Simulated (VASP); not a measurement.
# InGa3Se2 (P6mm) in VASP: further runs

InGa3Se2 is run at these levels: PBE; tasks: single point, relaxation of cell and atoms.

Program: VASP 6.6.1. These are calculated values, not measurements. Logs are shortened: lines on timing, memory, paths and dates and some standing lists are left out, and cuts for length are marked.

## (1) The cell of the first run

It takes space group P6mm (No. 183, hexagonal). The conventional cell has a = 5.947 Å, b = 5.947 Å, c = 4.177 Å, α = 90.00°, β = 90.00°, γ = 120.00°. In (site symmetry 6mm) has 6 Se at 3.45 Å and 12 Ga at 3.47 to 3.81 Å and 2 In at 4.18 Å within 4.5 Å. Ga (site symmetry 2mm) has 4 Se at 2.69 to 2.72 Å and 4 Ga at 2.97 Å and 2 In at 3.47 Å within 3.5 Å. Within 3.5 Å of Se (site symmetry 3m) lie 6 Ga at 2.69 to 2.72 Å and 3 Se at 3.43 Å and 3 In at 3.45 Å.

The cell was generated, and may not be a known phase.

## (2) Single point, PBE

Contents of INCAR:

```
PREC = Accurate ; ENCUT = 520
EDIFF = 1E-7 ; ISMEAR = 0
SIGMA = 0.1 ; LREAL = False
LASPH = True ; NELM = 80
ALGO = Normal ; ISIF = 2
LWAVE = False ; LCHARG = True
GGA = PE ; LELF = True
LVHAR = True ; NBANDS = 41
```

Contents of KPOINTS:

```
Automatic mesh
0
Gamma
  3 3 4
```

Contents of POSCAR:

```
InGa3Se2
1.0
    5.9468192300      0.0000000000      0.0000000000
   -2.9734096100      5.1500965200      0.0000000000
    0.0000000000      0.0000000000      4.1768647600
In Ga Se
1 3 2
Direct
    0.0000000000      0.0000000000      0.8888130200
    0.5000000000      0.5000000000      0.4595159900
    0.5000000000      0.0000000000      0.4595159900
    0.0000000000      0.5000000000      0.4595159900
    0.6666666700      0.3333333300      0.9631379800
    0.3333333300      0.6666666700      0.9631379800
```

Potentials or basis: VASP PAW PBE potentials, release 64 (In_d, Ga_d, Se).

On the command line:

```sh
$ cat potpaw_PBE.64/In_d/POTCAR potpaw_PBE.64/Ga_d/POTCAR potpaw_PBE.64/Se/POTCAR > POTCAR
$ mpirun -np 1 vasp_std > vasp.out
```

OUTCAR:

```text
PREC = Accurate
   ENCUT = 520
   EDIFF = 1E-7
   ISMEAR = 0
   LREAL = False
   LASPH = True
   NELM = 80
   ISIF = 2
   GGA = PE

 ion  position               nearest neighbor table
   1  0.000  0.000  0.889-   4 3.47   4 3.47   2 3.47   2 3.47   3 3.47   3 3.47
   2  0.500  0.500  0.460-   5 2.69   6 2.69   5 2.72   6 2.72   1 3.47   1 3.47
   3  0.500  0.000  0.460-   5 2.69   6 2.69   5 2.72   6 2.72   1 3.47   1 3.47
   4  0.000  0.500  0.460-   5 2.69   6 2.69   5 2.72   6 2.72   1 3.47   1 3.47
   5  0.667  0.333  0.963-   3 2.69   4 2.69   2 2.69   3 2.72   4 2.72   2 2.72
   6  0.333  0.667  0.963-   3 2.69   4 2.69   2 2.69   3 2.72   4 2.72   2 2.72

  LATTYP: Found a hexagonal cell.
 ALAT       =     5.9468192300
 C/A-ratio  =     0.7023695523

  Lattice vectors:

 A1 = (   5.9468192300,   0.0000000000,   0.0000000000)
 A2 = (  -2.9734096100,   5.1500965200,   0.0000000000)
 A3 = (   0.0000000000,   0.0000000000,   4.1768647600)

Analysis of symmetry for initial positions (statically):
=====================================================================
 Subroutine PRICEL returns:
 Original cell was already a primitive cell.

 Routine SETGRP: Setting up the symmetry group for a
 hexagonal supercell.

 Subroutine GETGRP returns: Found 12 space group operations
 (whereof 12 operations were pure point group operations)
 out of a pool of 24 trial point group operations.

The static configuration has the point symmetry C_6v.

Analysis of symmetry for dynamics (positions and initial velocities):
=====================================================================
 Subroutine PRICEL returns:
 Original cell was already a primitive cell.

 Routine SETGRP: Setting up the symmetry group for a
 hexagonal supercell.

 Subroutine GETGRP returns: Found 12 space group operations
 (whereof 12 operations were pure point group operations)
 out of a pool of 24 trial point group operations.

The dynamic configuration has the point symmetry C_6v.

 Subroutine INISYM returns: Found 12 space group operations
 (whereof 12 operations are pure point group operations),
 and found     1 'primitive' translations

----------------------------------------------------------------------------------------

                                     Primitive cell

  volume of cell :     127.9236

  direct lattice vectors                    reciprocal lattice vectors
     5.946819230  0.000000000  0.000000000     0.168157121  0.097085559  0.000000000
    -2.973409610  5.150096520  0.000000000     0.000000000  0.194171118  0.000000000
     0.000000000  0.000000000  4.176864760     0.000000000  0.000000000  0.239414024

  length of vectors
     5.946819230  5.946819223  4.176864760     0.194171118  0.194171118  0.239414024

  position of ions in fractional coordinates (direct lattice)
     0.000000000  0.000000000  0.888813020
     0.500000000  0.500000000  0.459515990
     0.500000000  0.000000000  0.459515990
     1.000000000  0.500000000  0.459515990
     0.666666670  0.333333330  0.963137980
     0.333333330  0.666666670  0.963137980

  ion indices of the primitive-cell ions
   primitive index   ion index
                 1           1
                 2           2
                 3           3
                 4           4
                 5           5
                 6           6

----------------------------------------------------------------------------------------

 KPOINTS: Automatic mesh

Automatic generation of k-mesh.
 Grid dimensions read from file:
 generate k-points for:    3    3    4

 Generating k-lattice:

  Cartesian coordinates                     Fractional coordinates (reciprocal lattice)
     0.056052374  0.032361853  0.000000000     0.333333333  0.000000000  0.000000000
     0.000000000  0.064723706  0.000000000     0.000000000  0.333333333  0.000000000
     0.000000000  0.000000000  0.059853506     0.000000000  0.000000000  0.250000000

  Length of vectors
     0.064723706  0.064723706  0.059853506

  Shift w.r.t. Gamma in fractional coordinates (k-lattice)
     0.000000000  0.000000000  0.000000000

 Subroutine IBZKPT returns following result:
 ===========================================

 Found      9 irreducible k-points:

 Following reciprocal coordinates:
            Coordinates               Weight
  0.000000  0.000000  0.000000      1.000000
  0.333333 -0.000000  0.000000      6.000000
  0.333333  0.333333  0.000000      2.000000
  0.000000  0.000000  0.250000      2.000000
  0.333333 -0.000000  0.250000     12.000000
  0.333333  0.333333  0.250000      4.000000
  0.000000  0.000000  0.500000      1.000000
  0.333333 -0.000000  0.500000      6.000000
  0.333333  0.333333  0.500000      2.000000
   k-points           NKPTS =      9   k-points in BZ     NKDIM =      9   number of bands    NBANDS=     41
   number of dos      NEDOS =    301   number of ions     NIONS =      6
   total plane-waves  NPLWV =  73728
   dimension x,y,z NGX =    48 NGY =   48 NGZ =   32
   dimension x,y,z NGXF=    96 NGYF=   96 NGZF=   64
   ions per type =               1   3   2
   NGX,Y,Z   is equivalent  to a cutoff of  13.42, 13.42, 12.74 a.u.
   NGXF,Y,Z  is equivalent  to a cutoff of  26.84, 26.84, 25.47 a.u.
 SYSTEM =  unknown system
   PREC   = accura    normal or accurate (medium, high low for compatibility)
   ISTART =      0    job   : 0-new  1-cont  2-samecut
   ICHARG =      2    charge: 1-file 2-atom 10-const
   ISPIN  =      1    spin polarized calculation?
   LNONCOLLINEAR =      F non collinear calculations
   LSORBIT =      F    spin-orbit coupling
   LASPH  =      T    aspherical Exc in radial PAW
   ENCUT  =  520.0 eV  38.22 Ry    6.18 a.u.  11.06 11.06  7.77*2*pi/ulx,y,z
   NELM   =     80;   NELMIN=  2; NELMDL= -5     # of ELM steps
   EDIFF  = 0.1E-06   stopping-criterion for ELM
   LREAL  =      F    real-space projection
   EDIFFG = 0.1E-05   stopping-criterion for IOM
   NSW    =      0    number of steps for IOM
   IBRION =     -1    ionic relax: 0-MD 1-quasi-New 2-CG
   NFREE  =      0    steps in history (QN), initial steepest desc. (CG)
   ISIF   =      2    stress and relaxation
   ISYM   =      2    0-nonsym 1-usesym 2-fastsym
   POTIM  = 0.5000    time-step for ionic-motion
   TEBEG  =    0.0;   TEEND  =   0.0 temperature during run
   PSTRESS=    0.0 pullay stress
   NELECT =      64.0000    total number of electrons
   NUPDOWN=      -1.0000    fix difference up-down
   EMIN   =  10.00;   EMAX   =-10.00  energy-range for DOS
   EFERMI =   0.00;   METHOD = LEGACY
   ISMEAR =     0;   SIGMA  =   0.10  broadening in eV -4-tet -1-fermi 0-gaus
   EFERMI_NEDOS =   21; number of points for ismear=-14 and -15
   IALGO  =     38    algorithm
   IMIX   =      4    mixing-type and parameters
     AMIX     =   0.40;   BMIX     =  1.00
     AMIX_MAG =   1.60;   BMIX_MAG =  1.00
  volume/ion in A,a.u.               =      21.32       143.88
  Fermi-wavevector in a.u.,A,eV,Ry     =   1.299625  2.455935 22.980574  1.689025
  Thomas-Fermi vector in A             =   2.430876
   LORBIT       =      0    0 simple, 1 ext, 2 COOP (PROOUT), +10 PAW based schemes
   GGA     = PE    functional components
   LHFCALC =     F    Hartree Fock is set to
   AEXX    =    0.0000 exact exchange contribution
   IVDW    =     0    specifies the selected vdW correction
   LEPSILON=     F    determine dielectric tensor
   LRPA    =     F    only Hartree local field effects (RPA)
 non-spin polarized calculation
 Gauss-broadening in eV      SIGMA  =   0.10
  energy-cutoff  :      520.00
  volume of cell :      127.92
 maximum number of plane-waves:      3468
 NGX is ok and might be reduce to    48
   NGX = 23   NGY = 23   NGZ = 15

 number of electron      64.0000050 magnetization

 Free energy of the ion-electron system (eV)
  ---------------------------------------------------
  ext. energy  EPLUGINS =         0.00000000
  ---------------------------------------------------
  free energy    TOTEN  =       -18.08450252 eV

  energy without entropy =      -18.06609487  energy(sigma->0) =      -18.07529869

 E-fermi :   6.1001     XC(G=0): -10.3980

 val. band max:        6.0457521081   @ k =   0.3333   0.3333   0.0000
 cond. band min:       6.1399332487   @ k =   0.3333  -0.0000   0.2500
 fundamental gap:      0.0941811406
 Fermi energy:         6.1001170898

 k-point     1 :       0.0000    0.0000    0.0000
  band No.  band energies     occupation
      1      -9.6491      2.00000
      2      -9.3214      2.00000
      3      -9.3157      2.00000
      4      -9.2885      2.00000
      5      -9.2885      2.00000
      6      -9.2023      2.00000
[... 33 lines left out ...]
     40      10.4396      0.00000
     41      12.3963      0.00000

 k-point     2 :       0.3333   -0.0000    0.0000
  band No.  band energies     occupation
      1      -9.5052      2.00000
      2      -9.2934      2.00000
      3      -9.2862      2.00000
      4      -9.2542      2.00000
      5      -9.2321      2.00000
      6      -9.2292      2.00000
[... 33 lines left out ...]
     40      10.2464      0.00000
     41      11.7402      0.00000

 k-point     3 :       0.3333    0.3333    0.0000
  band No.  band energies     occupation
      1      -9.3504      2.00000
      2      -9.3504      2.00000
      3      -9.2551      2.00000
      4      -9.2366      2.00000
      5      -9.2366      2.00000
      6      -9.2271      2.00000
[... 33 lines left out ...]
     40       9.7855      0.00000
     41      10.6395      0.00000

 k-point     4 :       0.0000    0.0000    0.2500
  band No.  band energies     occupation
      1      -9.4768      2.00000
      2      -9.4660      2.00000
      3      -9.2983      2.00000
      4      -9.2873      2.00000
      5      -9.2873      2.00000
      6      -9.2080      2.00000
[... 165 lines left out ...]
     40      13.2910      0.00000
     41      13.3283      0.00000

 k-point     8 :       0.3333   -0.0000    0.5000
  band No.  band energies     occupation
      1      -9.5477      2.00000
      2      -9.3214      2.00000
      3      -9.3063      2.00000
      4      -9.2669      2.00000
      5      -9.2257      2.00000
      6      -9.1948      2.00000
[... 33 lines left out ...]
     40      11.8832      0.00000
     41      11.9868      0.00000

 k-point     9 :       0.3333    0.3333    0.5000
  band No.  band energies     occupation
      1      -9.4542      2.00000
      2      -9.4542      2.00000
      3      -9.2526      2.00000
      4      -9.2318      2.00000
      5      -9.2318      2.00000
      6      -9.1912      2.00000
[... 33 lines left out ...]
     40      10.7878      0.00000
     41      10.9608      0.00000

------------------------ aborting loop because EDIFF is reached ----------------------------------------

  FORCE on cell =-STRESS in cart. coord.  units (eV):
  Direction    XX          YY          ZZ          XY          YZ          ZX
  --------------------------------------------------------------------------------------
  -------------------------------------------------------------------------------------
  Total        5.6414972      5.6414972      7.8545030      0.0000000      0.0000000      0.0000000
  in kB       70.6568779     70.6568778     98.3736467      0.0000001      0.0000000      0.0000000
  external PRESSURE =      79.8958008 kB  Pullay stress =       0.0000000 kB

 VOLUME and BASIS-vectors are now :
 -----------------------------------------------------------------------------
  energy-cutoff  :      520.00
  volume of cell :      127.92
      direct lattice vectors                 reciprocal lattice vectors
     5.946819230  0.000000000  0.000000000     0.168157121  0.097085559  0.000000000
    -2.973409610  5.150096520  0.000000000     0.000000000  0.194171118  0.000000000
     0.000000000  0.000000000  4.176864760     0.000000000  0.000000000  0.239414024

 POSITION                                       TOTAL-FORCE (eV/Angst)
 -----------------------------------------------------------------------------------
      0.00000      0.00000      3.71245        -0.000000     -0.000000      0.088593
      1.48670      2.57505      1.91934        -0.000000      0.000000     -0.074821
      2.97341      0.00000      1.91934        -0.000000     -0.000000     -0.074821
     -1.48670      2.57505      1.91934        -0.000000      0.000000     -0.074821
      2.97341      1.71670      4.02290        -0.000000     -0.000000      0.067935
     -0.00000      3.43340      4.02290         0.000000     -0.000000      0.067935
 -----------------------------------------------------------------------------------
    total drift:                               -0.000000     -0.000000      0.000559

  FREE ENERGIE OF THE ION-ELECTRON SYSTEM (eV)
  ---------------------------------------------------
  free  energy   TOTEN  =       -18.0845025174 eV

  energy  without entropy=      -18.0660948723  energy(sigma->0) =      -18.07529869
```

Run time: 79 s. Hardware: 1 thread of Intel Xeon Platinum 8559C (Emerald Rapids), shared host; peak memory 0.27 GiB.

What came out:

```yaml
Free_energy: -18.0845 eV
Pressure: 8.0 GPa
Largest_force: 0.089 eV/Å
Band_gap_on_the_k_mesh: zero (bands 32 and 33 overlap by 2.12 eV)
```

Forces in eV/Å, atoms in the order of the input:
```
In   0.000  0.000  0.089
Ga   0.000  0.000 -0.075
Ga   0.000  0.000 -0.075
Ga   0.000  0.000 -0.075
Se   0.000  0.000  0.068
Se   0.000  0.000  0.068
```

Stress tensor (GPa, compression positive):
```
7.07 0.00 0.00
0.00 7.07 0.00
0.00 0.00 9.84
```

Levels at points of the mesh, in eV from the Fermi level:
```
           k point  band 30  band 31  band 32  band 33  band 34  band 35
(0.00, 0.00, 0.00)    -2.72    -1.08     0.81     0.81     1.04     1.04
(0.00, 0.00, 0.50)    -2.90    -2.90    -1.31    -1.31    -0.70     3.23
```

Caveat: the k points lie up to 0.41 Å⁻¹ apart, too coarse for converged energies and pressures of a metal; spin-orbit coupling is left out, which moves the levels of the heavy elements.

## (3) Single point, PBE

This run uses another cell than the first one, of 25.14 Å³/atom.

Contents of INCAR:

```
SYSTEM = InGa3Se2
PREC = Accurate
ENCUT = 520
EDIFF = 1E-6
ISMEAR = 0
SIGMA = 0.1
LREAL = .FALSE.
LASPH = .TRUE.
NELM = 80
ALGO = Normal
ISIF = 2
LWAVE = .FALSE.
LCHARG = .TRUE.
GGA = PE
LELF = .TRUE.
LVHAR = .TRUE.
NBANDS = 41
```

Contents of KPOINTS:

```
Automatic mesh
0
G
  3 3 4
  0 0 0
```

Contents of POSCAR:

```
InGa3Se2
1.0
    6.3649973274     -0.0000000031      0.0000000000
   -3.1824986610      5.5122493821      0.0000000000
    0.0000000000      0.0000000000      4.2990885009
In Ga Se
1 3 2
Direct
    0.0000000000      0.0000000000      0.9295950967
    0.5000000000      0.5000000000      0.4487495550
    0.5000000000      0.0000000000      0.4487495550
    0.0000000000      0.5000000000      0.4487495550
    0.6666666667      0.3333333333      0.9588965942
    0.3333333333      0.6666666667      0.9588965942
```

Potentials or basis: VASP PAW PBE potentials, release 64 (In_d, Ga_d, Se).

On the command line:

```sh
$ cat potpaw_PBE.64/In_d/POTCAR potpaw_PBE.64/Ga_d/POTCAR potpaw_PBE.64/Se/POTCAR > POTCAR
$ mpirun -np 1 vasp_std > vasp.out
```

It took 66 s on 1 thread of Intel Xeon Platinum 8559C (Emerald Rapids), shared host; peak memory 0.27 GiB.

The run converged. Its results:

| Quantity | Value |
| --- | --- |
| Free energy | -18.5513 eV |
| Pressure | -0.1 GPa |
| Largest force | 0.042 eV/Å |
| Band gap on the k mesh | zero (bands 32 and 33 overlap by 1.28 eV) |

Forces in eV/Å, atoms in the order of the input:
```
In   0.000  0.000  0.014
Ga   0.000  0.000  0.024
Ga   0.000  0.000  0.024
Ga   0.000  0.000  0.024
Se   0.000  0.000 -0.042
Se   0.000  0.000 -0.042
```

Stress tensor (GPa, compression positive):
```
-0.18  0.00  0.00
 0.00 -0.18  0.00
 0.00  0.00  0.03
```

Levels at points of the mesh, in eV from the Fermi level:
```
           k point  band 30  band 31  band 32  band 33  band 34  band 35
(0.00, 0.00, 0.00)    -2.26    -0.49     0.56     0.56     0.93     0.93
(0.00, 0.00, 0.50)    -2.34    -2.34    -0.65    -0.65    -0.45     2.68
```

Caveat: the k points lie up to 0.38 Å⁻¹ apart, too coarse for converged energies and pressures of a metal; spin-orbit coupling is left out, which moves the levels of the heavy elements.

(Part 1 of 2 ends here.)

The gap in the log of VASP goes by the Fermi energy; the results here count the filled bands.